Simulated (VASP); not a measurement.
# MgCd3Te4 (I-42m) in VASP: notebook

MgCd3Te4 is run at these levels: PBE; tasks: single point.

Everything below comes from runs of VASP 6.6.1. Logs are shortened: lines on timing, memory, paths and dates and some standing lists are left out, and cuts for length are marked.

**1. The cell of the first run**

The structure is tetragonal, space group I-42m (No. 121). The conventional cell has a = 6.591 Å, b = 6.591 Å, c = 13.181 Å, α = 90.00°, β = 90.00°, γ = 90.00°. Within 3.7 Å of Mg (site symmetry -42m) lie 4 Te at 2.82 Å. Within 3.8 Å of Cd (site symmetry -4) lie 4 Te at 2.86 Å. Cd (site symmetry -42m) has 4 Te at 2.87 Å within 3.8 Å. Within 3.7 Å of Te (site symmetry m) lie 1 Mg at 2.82 Å and 3 Cd at 2.86 to 2.87 Å.

**2. Single point, PBE**

The input, INCAR:

```
SYSTEM = MgCd3Te4
PREC     = Accurate       ! precision mode
ENCUT    = 520            ! plane-wave cutoff, eV
EDIFF    = 1E-7           ! SCF threshold, eV
ISMEAR   = 0              ! smearing method
SIGMA    = 0.1            ! smearing width, eV
LREAL    = .FALSE.        ! projectors in reciprocal space
LASPH    = .TRUE.         ! aspherical terms in the spheres
NELM     = 60             ! most SCF steps
ALGO     = Normal         ! electronic algorithm
ISIF     = 2              ! what is computed and relaxed
LWAVE    = .FALSE.        ! write WAVECAR
LCHARG   = .FALSE.        ! write CHGCAR
GGA      = PE             ! functional
NBANDS   = 41             ! bands
```

The input, KPOINTS:

```
Automatic mesh
0
G
  4 4 4
  0 0 0
```

The input, POSCAR:

```
MgCd3Te4
1.0
   -3.2953229000      3.2953229000      6.5904727000
    3.2953229000     -3.2953229000      6.5904727000
    3.2953229000      3.2953229000     -6.5904727000
Mg Cd Te
1 3 4
Direct
    0.0000000000      0.0000000000      0.0000000000
    0.7500000000      0.2500000000      0.5000000000
    0.5000000000      0.5000000000      0.0000000000
    0.2500000000      0.7500000000      0.5000000000
    0.8766020000      0.3706410000      0.0000000000
    0.6293590000      0.6293590000      0.5059610000
    0.3706410000      0.8766020000      0.0000000000
    0.1233980000      0.1233980000      0.4940390000
```

Potentials or basis: VASP PAW PBE potentials, release 64 (Mg, Cd, Te).

The run is started by

```sh
$ cat potpaw_PBE.64/Mg/POTCAR potpaw_PBE.64/Cd/POTCAR potpaw_PBE.64/Te/POTCAR > POTCAR
$ mpirun -np 1 vasp_std > vasp.out
```

OUTCAR:

```text
SYSTEM = MgCd3Te4
   PREC = Accurate
   ENCUT = 520
   EDIFF = 1E-7
   ISMEAR = 0
   LREAL = .FALSE.
   LASPH = .TRUE.
   NELM = 60
   ISIF = 2
   GGA = PE

 ion  position               nearest neighbor table
   1  0.000  0.000  0.000-   5 2.82   6 2.82   7 2.82   8 2.82
   2  0.750  0.250  0.500-   8 2.86   7 2.86   5 2.86   6 2.86
   3  0.500  0.500  0.000-   6 2.87   5 2.87   7 2.87   8 2.87
   4  0.250  0.750  0.500-   8 2.86   5 2.86   6 2.86   7 2.86
   5  0.877  0.371  0.000-   1 2.82   4 2.86   2 2.86   3 2.87
   6  0.629  0.629  0.506-   1 2.82   2 2.86   4 2.86   3 2.87
   7  0.371  0.877  0.000-   1 2.82   2 2.86   4 2.86   3 2.87
   8  0.123  0.123  0.494-   1 2.82   2 2.86   4 2.86   3 2.87

  LATTYP: Found a body centered tetragonal cell.
 ALAT       =     6.5906458000
 C/A-ratio  =     1.9999474710

  Lattice vectors:

 A1 = (  -3.2953229000,   3.2953229000,   6.5904727000)
 A2 = (   3.2953229000,  -3.2953229000,   6.5904727000)
 A3 = (   3.2953229000,   3.2953229000,  -6.5904727000)

Analysis of symmetry for initial positions (statically):
=====================================================================
 Subroutine PRICEL returns:
 Original cell was already a primitive cell.

 Routine SETGRP: Setting up the symmetry group for a
 body centered tetragonal supercell.

 Subroutine GETGRP returns: Found  8 space group operations
 (whereof  8 operations were pure point group operations)
 out of a pool of 16 trial point group operations.

The static configuration has the point symmetry D_2d.

Analysis of symmetry for dynamics (positions and initial velocities):
=====================================================================
 Subroutine PRICEL returns:
 Original cell was already a primitive cell.

 Routine SETGRP: Setting up the symmetry group for a
 body centered tetragonal supercell.

 Subroutine GETGRP returns: Found  8 space group operations
 (whereof  8 operations were pure point group operations)
 out of a pool of 16 trial point group operations.

The dynamic configuration has the point symmetry D_2d.

 Subroutine INISYM returns: Found  8 space group operations
 (whereof  8 operations are pure point group operations),
 and found     1 'primitive' translations

----------------------------------------------------------------------------------------

                                     Primitive cell

  volume of cell :     286.2678

  direct lattice vectors                    reciprocal lattice vectors
    -3.295322900  3.295322900  6.590472700     0.000000000  0.151730199  0.075867092
     3.295322900 -3.295322900  6.590472700     0.151730199  0.000000000  0.075867092
     3.295322900  3.295322900 -6.590472700     0.151730199  0.151730199  0.000000000

  length of vectors
     8.071718308  8.071718308  8.071718308     0.169640411  0.169640411  0.214578906

  position of ions in fractional coordinates (direct lattice)
     0.000000000  0.000000000  0.000000000
     0.750000000  0.250000000  0.500000000
     0.500000000  0.500000000  0.000000000
     0.250000000  0.750000000  0.500000000
     0.876602000  0.370641000  0.000000000
     0.629359000  0.629359000  0.505961000
     0.370641000  0.876602000  0.000000000
     0.123398000  0.123398000  0.494039000

  ion indices of the primitive-cell ions
   primitive index   ion index
                 1           1
                 2           2
                 3           3
                 4           4
                 5           5
                 6           6
                 7           7
                 8           8

----------------------------------------------------------------------------------------

 KPOINTS: Automatic mesh

Automatic generation of k-mesh.
 Grid dimensions read from file:
 generate k-points for:    4    4    4

 Generating k-lattice:

  Cartesian coordinates                     Fractional coordinates (reciprocal lattice)
     0.000000000  0.037932550  0.018966773     0.250000000 -0.000000000  0.000000000
     0.037932550  0.000000000  0.018966773    -0.000000000  0.250000000  0.000000000
     0.037932550  0.037932550  0.000000000     0.000000000  0.000000000  0.250000000

  Length of vectors
     0.042410103  0.042410103  0.053644726

  Shift w.r.t. Gamma in fractional coordinates (k-lattice)
     0.000000000  0.000000000  0.000000000

 Subroutine IBZKPT returns following result:
 ===========================================

 Found     13 irreducible k-points:

 Following reciprocal coordinates:
            Coordinates               Weight
  0.000000  0.000000  0.000000      1.000000
  0.250000  0.000000  0.000000      8.000000
  0.500000  0.000000  0.000000      4.000000
  0.250000  0.250000  0.000000      8.000000
  0.500000  0.250000 -0.000000     16.000000
 -0.250000  0.250000  0.000000      4.000000
  0.500000  0.500000  0.000000      2.000000
  0.250000  0.250000  0.250000      2.000000
 -0.250000  0.250000  0.250000      4.000000
  0.500000  0.500000  0.250000      4.000000
 -0.250000  0.500000  0.250000      8.000000
 -0.250000 -0.250000  0.250000      2.000000
  0.500000  0.500000  0.500000      1.000000
   k-points           NKPTS =     13   k-points in BZ     NKDIM =     13   number of bands    NBANDS=     41
   number of dos      NEDOS =    301   number of ions     NIONS =      8
   total plane-waves  NPLWV = 216000
   dimension x,y,z NGX =    60 NGY =   60 NGZ =   60
   dimension x,y,z NGXF=   120 NGYF=  120 NGZF=  120
   ions per type =               1   3   4
   NGX,Y,Z   is equivalent  to a cutoff of  12.36, 12.36, 12.36 a.u.
   NGXF,Y,Z  is equivalent  to a cutoff of  24.72, 24.72, 24.72 a.u.
 SYSTEM =  MgCd3Te4
   PREC   = accura    normal or accurate (medium, high low for compatibility)
   ISTART =      0    job   : 0-new  1-cont  2-samecut
   ICHARG =      2    charge: 1-file 2-atom 10-const
   ISPIN  =      1    spin polarized calculation?
   LNONCOLLINEAR =      F non collinear calculations
   LSORBIT =      F    spin-orbit coupling
   LASPH  =      T    aspherical Exc in radial PAW
   ENCUT  =  520.0 eV  38.22 Ry    6.18 a.u.  15.01 15.01 15.01*2*pi/ulx,y,z
   NELM   =     60;   NELMIN=  2; NELMDL= -5     # of ELM steps
   EDIFF  = 0.1E-06   stopping-criterion for ELM
   LREAL  =      F    real-space projection
   EDIFFG = 0.1E-05   stopping-criterion for IOM
   NSW    =      0    number of steps for IOM
   IBRION =     -1    ionic relax: 0-MD 1-quasi-New 2-CG
   NFREE  =      0    steps in history (QN), initial steepest desc. (CG)
   ISIF   =      2    stress and relaxation
   ISYM   =      2    0-nonsym 1-usesym 2-fastsym
   POTIM  = 0.5000    time-step for ionic-motion
   TEBEG  =    0.0;   TEEND  =   0.0 temperature during run
   PSTRESS=    0.0 pullay stress
   NELECT =      62.0000    total number of electrons
   NUPDOWN=      -1.0000    fix difference up-down
   EMIN   =  10.00;   EMAX   =-10.00  energy-range for DOS
   EFERMI =   0.00;   METHOD = LEGACY
   ISMEAR =     0;   SIGMA  =   0.10  broadening in eV -4-tet -1-fermi 0-gaus
   EFERMI_NEDOS =   21; number of points for ismear=-14 and -15
   IALGO  =     38    algorithm
   IMIX   =      4    mixing-type and parameters
     AMIX     =   0.40;   BMIX     =  1.00
     AMIX_MAG =   1.60;   BMIX_MAG =  1.00
  volume/ion in A,a.u.               =      35.78       241.48
  Fermi-wavevector in a.u.,A,eV,Ry     =   0.983138  1.857862 13.150856  0.966561
  Thomas-Fermi vector in A             =   2.114274
   LORBIT       =      0    0 simple, 1 ext, 2 COOP (PROOUT), +10 PAW based schemes
   GGA     = PE    functional components
   LHFCALC =     F    Hartree Fock is set to
   AEXX    =    0.0000 exact exchange contribution
   IVDW    =     0    specifies the selected vdW correction
   LEPSILON=     F    determine dielectric tensor
   LRPA    =     F    only Hartree local field effects (RPA)
 non-spin polarized calculation
 Gauss-broadening in eV      SIGMA  =   0.10
  energy-cutoff  :      520.00
  volume of cell :      286.27
 maximum number of plane-waves:      7776
   NGX = 31   NGY = 31   NGZ = 31

 number of electron      61.9999989 magnetization

 Free energy of the ion-electron system (eV)
  ---------------------------------------------------
  ext. energy  EPLUGINS =         0.00000000
  ---------------------------------------------------
  free energy    TOTEN  =       -20.82210813 eV

  energy without entropy =      -20.82210813  energy(sigma->0) =      -20.82210813

 E-fermi :   2.1968     XC(G=0):  -8.1798

 val. band max:        1.7745978119   @ k =   0.0000   0.0000   0.0000
 cond. band min:       2.7867316445   @ k =   0.0000   0.0000   0.0000
 fundamental gap:      1.0121338326
 Fermi energy:         2.1967771240

 k-point     1 :       0.0000    0.0000    0.0000
  band No.  band energies     occupation
      1      -8.8750      2.00000
      2      -8.3733      2.00000
      3      -8.3733      2.00000
      4      -8.3725      2.00000
      5      -6.1542      2.00000
      6      -6.1533      2.00000
[... 33 lines left out ...]
     40       6.6146      0.00000
     41       6.6146      0.00000

 k-point     2 :       0.2500    0.0000    0.0000
  band No.  band energies     occupation
      1      -8.7859      2.00000
      2      -8.4225      2.00000
      3      -8.3938      2.00000
      4      -8.3881      2.00000
      5      -6.1477      2.00000
      6      -6.1418      2.00000
[... 33 lines left out ...]
     40       7.0090      0.00000
     41       7.2017      0.00000

 k-point     3 :       0.5000    0.0000    0.0000
  band No.  band energies     occupation
      1      -8.6057      2.00000
      2      -8.5656      2.00000
      3      -8.4088      2.00000
      4      -8.4058      2.00000
      5      -6.1342      2.00000
      6      -6.1232      2.00000
[... 391 lines left out ...]
      2      -8.4440      2.00000
      3      -8.3727      2.00000
      4      -8.3727      2.00000
      5      -6.1405      2.00000
      6      -6.1405      2.00000
[... 33 lines left out ...]
     40       7.1048      0.00000
     41       7.1048      0.00000

 k-point    13 :       0.5000    0.5000    0.5000
  band No.  band energies     occupation
      1      -8.6459      2.00000
      2      -8.5996      2.00000
      3      -8.3722      2.00000
      4      -8.3722      2.00000
      5      -6.1257      2.00000
      6      -6.1257      2.00000
[... 33 lines left out ...]
     40       8.1849      0.00000
     41       8.1849      0.00000

------------------------ aborting loop because EDIFF is reached ----------------------------------------

  FORCE on cell =-STRESS in cart. coord.  units (eV):
  Direction    XX          YY          ZZ          XY          YZ          ZX
  --------------------------------------------------------------------------------------
  -------------------------------------------------------------------------------------
  Total        0.1233161      0.1233161      0.1225232      0.0000000      0.0000000      0.0000000
  in kB        0.6901730      0.6901730      0.6857349      0.0000000      0.0000000      0.0000000
  external PRESSURE =       0.6886936 kB  Pullay stress =       0.0000000 kB

 VOLUME and BASIS-vectors are now :
 -----------------------------------------------------------------------------
  energy-cutoff  :      520.00
  volume of cell :      286.27
      direct lattice vectors                 reciprocal lattice vectors
    -3.295322900  3.295322900  6.590472700     0.000000000  0.151730199  0.075867092
     3.295322900 -3.295322900  6.590472700     0.151730199  0.000000000  0.075867092
     3.295322900  3.295322900 -6.590472700     0.151730199  0.151730199  0.000000000

 POSITION                                       TOTAL-FORCE (eV/Angst)
 -----------------------------------------------------------------------------------
      0.00000      0.00000      0.00000        -0.000000     -0.000000      0.000000
      0.00000      3.29532      3.29524         0.000000     -0.000000      0.000000
      0.00000      0.00000      6.59047        -0.000000     -0.000000      0.000000
      3.29532      0.00000      3.29524        -0.000000     -0.000000      0.000000
     -1.66730      1.66730      8.21992        -0.010435      0.010435     -0.010736
      1.66730      1.66730      4.96102         0.010435      0.010435      0.010736
      1.66730     -1.66730      8.21992         0.010435     -0.010435     -0.010736
      1.62802      1.62802     -1.62945        -0.010435     -0.010435      0.010736
 -----------------------------------------------------------------------------------
    total drift:                                0.000009      0.000009      0.000008

  FREE ENERGIE OF THE ION-ELECTRON SYSTEM (eV)
  ---------------------------------------------------
  free  energy   TOTEN  =       -20.8221081330 eV

  energy  without entropy=      -20.8221081330  energy(sigma->0) =      -20.82210813
```

It took 5.8 min on 1 thread of Intel Xeon Platinum 8259CL at 2.50GHz (Skylake/Cascade Lake), shared host; peak memory 0.56 GiB.

Results:

```
Free energy            : -20.8221 eV
Pressure               : 0.1 GPa
Largest force          : 0.018 eV/Å
Band gap on the k mesh : 1.01 eV, direct
```

Forces in eV/Å, atoms in the order of the input:
```
Mg   0.000  0.000  0.000
Cd   0.000  0.000  0.000
Cd   0.000  0.000  0.000
Cd   0.000  0.000  0.000
Te  -0.010  0.010 -0.011
Te   0.010  0.010  0.011
Te   0.010 -0.010 -0.011
Te  -0.010 -0.010  0.011
```

Levels at points of the mesh, in eV from the valence-band top:
| k point | band 28 | band 29 | band 30 | band 31 | band 32 | band 33 | band 34 | band 35 |
| --- | --- | --- | --- | --- | --- | --- | --- | --- |
| (0.00, 0.00, 0.00) | -1.53 | -0.01 | 0.00 | 0.00 | 1.01 | 2.78 | 2.80 | 4.19 |
| (0.50, 0.00, 0.00) | -1.21 | -1.18 | -0.72 | -0.58 | 3.10 | 3.16 | 3.67 | 4.04 |
| (0.50, 0.50, 0.00) | -0.65 | -0.62 | -0.54 | -0.51 | 1.88 | 2.19 | 3.19 | 3.63 |
| (0.50, 0.50, 0.50) | -0.96 | -0.96 | -0.80 | -0.80 | 2.58 | 2.69 | 2.79 | 2.79 |

Caveat: spin-orbit coupling is left out, which moves the levels of the heavy elements. A hybrid or GW would open this gap; PBE tends to underestimate it.

(Part 1 of 2 ends here.)
